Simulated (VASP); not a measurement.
Here is a VASP 6.6.1 calculation.

Contents of INCAR:

```
SYSTEM = BN
PREC = Accurate
ENCUT = 520
EDIFF = 1E-7
ISMEAR = 0
SIGMA = 0.01
LREAL = .False.
LASPH = .True.
NELM = 100
ALGO = Normal
ISIF = 2
LWAVE = .False.
LCHARG = .True.
GGA = PS
LELF = .True.
LVHAR = .True.
NBANDS = 11
```

Contents of KPOINTS:

```
regular mesh
0
Gamma
  12 12 12
  0 0 0
```

POSCAR

```
BN
1.0
    2.4945451676      0.0015586860     -0.2233963133
   -1.2386165402      2.1653179598      0.2233632356
   -0.9290080256     -0.9088971390      3.6217673470
B N
1 1
Direct
    0.9908492996      0.9913289431     -0.0064357572
    0.6572997004      0.3245550569      0.9932407572
```

Potentials or basis: VASP PAW PBE potentials, release 64 (B, N).

The run is started by

```bash
$ cat potpaw_PBE.64/B/POTCAR potpaw_PBE.64/N/POTCAR > POTCAR
$ mpirun -np 1 vasp_std > vasp.out
```

(1) Estimate the pressure.

(2) Estimate the band gap on the k mesh.

Answers

(1) 0.1 GPa.

(2) 4.27 eV, indirect (least direct gap 4.62 eV).

Caveat: the PAW data sets were made with another functional, which shifts forces and pressure a little; this functional lacks dispersion, which binds the layers, so the pressure and a relaxed spacing across them are unreliable.
